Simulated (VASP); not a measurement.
# KI (Pm-3m) in VASP: single point with PBEsol

Aim: the single point of KI with PBEsol.

All numbers are computed with VASP 6.6.1; they aren't measurements. Logs are shortened: lines on timing, memory, paths and dates and some standing lists are left out, and cuts for length are marked.

## 1. The cell of the first run

Symmetry: Pm-3m, No. 221, cubic system. The conventional cell has a = 4.291 Å, b = 4.291 Å, c = 4.291 Å, α = 90.00°, β = 90.00°, γ = 90.00°. K (site symmetry m-3m) has 8 I at 3.72 Å and 6 K at 4.29 Å within 4.9 Å. I (site symmetry m-3m) has 8 K at 3.72 Å and 6 I at 4.29 Å within 4.9 Å.

## 2. Single point, PBEsol

File INCAR:

```
PREC     = Accurate       # precision mode
ENCUT    = 520            # plane-wave cutoff, eV
EDIFF    = 1E-7           # SCF threshold, eV
ISMEAR   = 0              # smearing method
SIGMA    = 0.1            # smearing width, eV
LREAL    = Auto         
LASPH    = T              # aspherical terms in the spheres
NELM     = 100            # most SCF steps
ALGO     = Normal         # electronic algorithm
ISIF     = 2              # what is computed and relaxed
LWAVE    = F              # write WAVECAR
LCHARG   = F              # write CHGCAR
GGA      = PS             # functional
NBANDS   = 78             # bands
ISYM     = 0
```

File KPOINTS:

```
regular mesh
0
Gamma
  1 1 1
```

File POSCAR:

```
KI
1.0
    0.0000000000      0.0000000000     -8.5823933200
    0.0000000000     -8.5823933200      0.0000000000
   -8.5823933200      0.0000000000      0.0000000000
K I
8 8
Direct
    0.5000000000      0.5000000000      0.5000000000
    0.0000000000      0.5000000000      0.5000000000
    0.5000000000      0.0000000000      0.5000000000
    0.0000000000      0.0000000000      0.5000000000
    0.5000000000      0.5000000000      0.0000000000
    0.0000000000      0.5000000000      0.0000000000
    0.5000000000      0.0000000000      0.0000000000
    0.0000000000      0.0000000000      0.0000000000
    0.2500000000      0.2500000000      0.2500000000
    0.7500000000      0.2500000000      0.2500000000
    0.2500000000      0.7500000000      0.2500000000
    0.7500000000      0.7500000000      0.2500000000
    0.2500000000      0.2500000000      0.7500000000
    0.7500000000      0.2500000000      0.7500000000
    0.2500000000      0.7500000000      0.7500000000
    0.7500000000      0.7500000000      0.7500000000
```

Potentials or basis: VASP PAW PBE potentials, release 64 (K_sv, I).

Launch:

```bash
cat potpaw_PBE.64/K_sv/POTCAR potpaw_PBE.64/I/POTCAR > POTCAR
mpirun -np 1 vasp_gam > vasp.out
```

OUTCAR:

```text
PREC = Accurate
   ENCUT = 520
   EDIFF = 1E-7
   ISMEAR = 0
   LREAL = Auto
   LASPH = T
   NELM = 100
   ISIF = 2
   GGA = PS
   ISYM = 0

 ion  position               nearest neighbor table
   1  0.500  0.500  0.500-
   2  0.000  0.500  0.500-
   3  0.500  0.000  0.500-
   4  0.000  0.000  0.500-
   5  0.500  0.500  0.000-
   6  0.000  0.500  0.000-
[... 8 lines left out ...]
  15  0.250  0.750  0.750-
  16  0.750  0.750  0.750-

IMPORTANT INFORMATION: All symmetrisations will be switched off!
NOSYMM: (Re-)initialisation of all symmetry stuff for point group C_1.

----------------------------------------------------------------------------------------

                                     Primitive cell

  volume of cell :     632.1574

  direct lattice vectors                    reciprocal lattice vectors
     0.000000000  0.000000000 -8.582393320     0.000000000  0.000000000 -0.116517615
     0.000000000 -8.582393320  0.000000000     0.000000000 -0.116517615  0.000000000
    -8.582393320  0.000000000  0.000000000    -0.116517615  0.000000000  0.000000000

  length of vectors
     8.582393320  8.582393320  8.582393320     0.116517615  0.116517615  0.116517615

  position of ions in fractional coordinates (direct lattice)
     0.500000000  0.500000000  0.500000000
     0.000000000  0.500000000  0.500000000
     0.500000000  0.000000000  0.500000000
     0.000000000  0.000000000  0.500000000
     0.500000000  0.500000000  0.000000000
     0.000000000  0.500000000  0.000000000
[... 8 lines left out ...]
     0.250000000  0.750000000  0.750000000
     0.750000000  0.750000000  0.750000000

  ion indices of the primitive-cell ions
   primitive index   ion index
                 1           1
                 2           2
                 3           3
                 4           4
                 5           5
                 6           6
[... 8 lines left out ...]
                15          15
                16          16

----------------------------------------------------------------------------------------

 KPOINTS: regular mesh

Automatic generation of k-mesh.
 Grid dimensions read from file:
 generate k-points for:    1    1    1

 Generating k-lattice:

  Cartesian coordinates                     Fractional coordinates (reciprocal lattice)
     0.000000000  0.000000000 -0.116517615     1.000000000  0.000000000  0.000000000
     0.000000000 -0.116517615  0.000000000     0.000000000  1.000000000  0.000000000
    -0.116517615  0.000000000  0.000000000     0.000000000  0.000000000  1.000000000

  Length of vectors
     0.116517615  0.116517615  0.116517615

  Shift w.r.t. Gamma in fractional coordinates (k-lattice)
     0.000000000  0.000000000  0.000000000

 Subroutine IBZKPT returns following result:
 ===========================================

 Found      1 irreducible k-points:

 Following reciprocal coordinates:
            Coordinates               Weight
  0.000000  0.000000  0.000000      1.000000
   k-points           NKPTS =      1   k-points in BZ     NKDIM =      1   number of bands    NBANDS=     78
   number of dos      NEDOS =    301   number of ions     NIONS =     16
   total plane-waves  NPLWV = 262144
   dimension x,y,z NGX =    64 NGY =   64 NGZ =   64
   dimension x,y,z NGXF=   128 NGYF=  128 NGZF=  128
   ions per type =               8   8
   NGX,Y,Z   is equivalent  to a cutoff of  12.40, 12.40, 12.40 a.u.
   NGXF,Y,Z  is equivalent  to a cutoff of  24.79, 24.79, 24.79 a.u.
 SYSTEM =  unknown system
   PREC   = accura    normal or accurate (medium, high low for compatibility)
   ISTART =      0    job   : 0-new  1-cont  2-samecut
   ICHARG =      2    charge: 1-file 2-atom 10-const
   ISPIN  =      1    spin polarized calculation?
   LNONCOLLINEAR =      F non collinear calculations
   LSORBIT =      F    spin-orbit coupling
   LASPH  =      T    aspherical Exc in radial PAW
   ENCUT  =  520.0 eV  38.22 Ry    6.18 a.u.  15.96 15.96 15.96*2*pi/ulx,y,z
   NELM   =    100;   NELMIN=  2; NELMDL= -5     # of ELM steps
   EDIFF  = 0.1E-06   stopping-criterion for ELM
   LREAL  =      T    real-space projection
   EDIFFG = 0.1E-05   stopping-criterion for IOM
   NSW    =      0    number of steps for IOM
   IBRION =     -1    ionic relax: 0-MD 1-quasi-New 2-CG
   NFREE  =      0    steps in history (QN), initial steepest desc. (CG)
   ISIF   =      2    stress and relaxation
   ISYM   =      0    0-nonsym 1-usesym 2-fastsym
   POTIM  = 0.5000    time-step for ionic-motion
   TEBEG  =    0.0;   TEEND  =   0.0 temperature during run
   PSTRESS=    0.0 pullay stress
   NELECT =     128.0000    total number of electrons
   NUPDOWN=      -1.0000    fix difference up-down
   EMIN   =  10.00;   EMAX   =-10.00  energy-range for DOS
   EFERMI =   0.00;   METHOD = LEGACY
   ISMEAR =     0;   SIGMA  =   0.10  broadening in eV -4-tet -1-fermi 0-gaus
   EFERMI_NEDOS =   21; number of points for ismear=-14 and -15
   IALGO  =     38    algorithm
   IMIX   =      4    mixing-type and parameters
     AMIX     =   0.40;   BMIX     =  1.00
     AMIX_MAG =   1.60;   BMIX_MAG =  1.00
  volume/ion in A,a.u.               =      39.51       266.63
  Fermi-wavevector in a.u.,A,eV,Ry     =   0.961324  1.816639 12.573738  0.924144
  Thomas-Fermi vector in A             =   2.090686
   LORBIT       =      0    0 simple, 1 ext, 2 COOP (PROOUT), +10 PAW based schemes
   GGA     = PS    functional components
   LHFCALC =     F    Hartree Fock is set to
   AEXX    =    0.0000 exact exchange contribution
   IVDW    =     0    specifies the selected vdW correction
   LEPSILON=     F    determine dielectric tensor
   LRPA    =     F    only Hartree local field effects (RPA)
 non-spin polarized calculation
 Gauss-broadening in eV      SIGMA  =   0.10
  energy-cutoff  :      520.00
  volume of cell :      632.16
 maximum number of plane-waves:      8536
 NGX is ok and might be reduce to    64
   NGX = 31   NGY = 31   NGZ = 31

 number of electron     128.0000027 magnetization

 Free energy of the ion-electron system (eV)
  ---------------------------------------------------
  ext. energy  EPLUGINS =         0.00000000
  ---------------------------------------------------
  free energy    TOTEN  =       -42.30425834 eV

  energy without entropy =      -42.30425834  energy(sigma->0) =      -42.30425834

 E-fermi :   1.5371     XC(G=0):  -7.8084

 val. band max:        0.9720575413   @ k =   0.0000   0.0000   0.0000
 cond. band min:       4.0469954787   @ k =   0.0000   0.0000   0.0000
 fundamental gap:      3.0749379374
 Fermi energy:         1.5370707476

 k-point     1 :       0.0000    0.0000    0.0000
  band No.  band energies     occupation
      1     -28.4987      2.00000
      2     -28.4939      2.00000
      3     -28.4939      2.00000
      4     -28.4939      2.00000
      5     -28.4894      2.00000
      6     -28.4894      2.00000
[... 68 lines left out ...]
     75       6.3642      0.00000
     76       6.3643      0.00000
 [bands above 76 left out]

------------------------ aborting loop because EDIFF is reached ----------------------------------------

  FORCE on cell =-STRESS in cart. coord.  units (eV):
  Direction    XX          YY          ZZ          XY          YZ          ZX
  --------------------------------------------------------------------------------------
  -------------------------------------------------------------------------------------
  Total        5.3030241      5.3030460      5.3030204     -0.0000032     -0.0000146     -0.0000016
  in kB       13.4402994     13.4403548     13.4402900     -0.0000080     -0.0000370     -0.0000040
  external PRESSURE =      13.4403148 kB  Pullay stress =       0.0000000 kB

 VOLUME and BASIS-vectors are now :
 -----------------------------------------------------------------------------
  energy-cutoff  :      520.00
  volume of cell :      632.16
      direct lattice vectors                 reciprocal lattice vectors
     0.000000000  0.000000000 -8.582393320     0.000000000  0.000000000 -0.116517615
     0.000000000 -8.582393320  0.000000000     0.000000000 -0.116517615  0.000000000
    -8.582393320  0.000000000  0.000000000    -0.116517615  0.000000000  0.000000000

 POSITION                                       TOTAL-FORCE (eV/Angst)
 -----------------------------------------------------------------------------------
     -4.29120     -4.29120     -4.29120         0.000013      0.000004     -0.000013
     -4.29120     -4.29120      0.00000        -0.000000      0.000004      0.000026
     -4.29120      0.00000     -4.29120         0.000001     -0.000027     -0.000018
     -4.29120      0.00000      0.00000         0.000014     -0.000008     -0.000001
      0.00000     -4.29120     -4.29120        -0.000013      0.000031      0.000024
      0.00000     -4.29120      0.00000        -0.000006      0.000009     -0.000024
[... 8 lines left out ...]
     -6.43679     -6.43679     -2.14560        -0.000000      0.000002     -0.000001
     -6.43679     -6.43679     -6.43679        -0.000001      0.000003     -0.000001
 -----------------------------------------------------------------------------------
    total drift:                               -0.000010     -0.000027      0.000016

  FREE ENERGIE OF THE ION-ELECTRON SYSTEM (eV)
  ---------------------------------------------------
  free  energy   TOTEN  =       -42.3042583375 eV

  energy  without entropy=      -42.3042583375  energy(sigma->0) =      -42.30425834
```

Wall time 47 s (1 thread of AMD EPYC 9R45 (Zen 5), shared host); peak memory 0.5 GiB.

Results:

```
Free energy            : -42.3043 eV
Pressure               : 1.3 GPa
Band gap on the k mesh : 3.07 eV
```

Caveat: the k points lie up to 0.73 Å⁻¹ apart; the PAW data sets were made with another functional, which shifts forces and pressure a little; spin-orbit coupling is left out, which moves the levels of the heavy elements. A k mesh can miss the band edges.
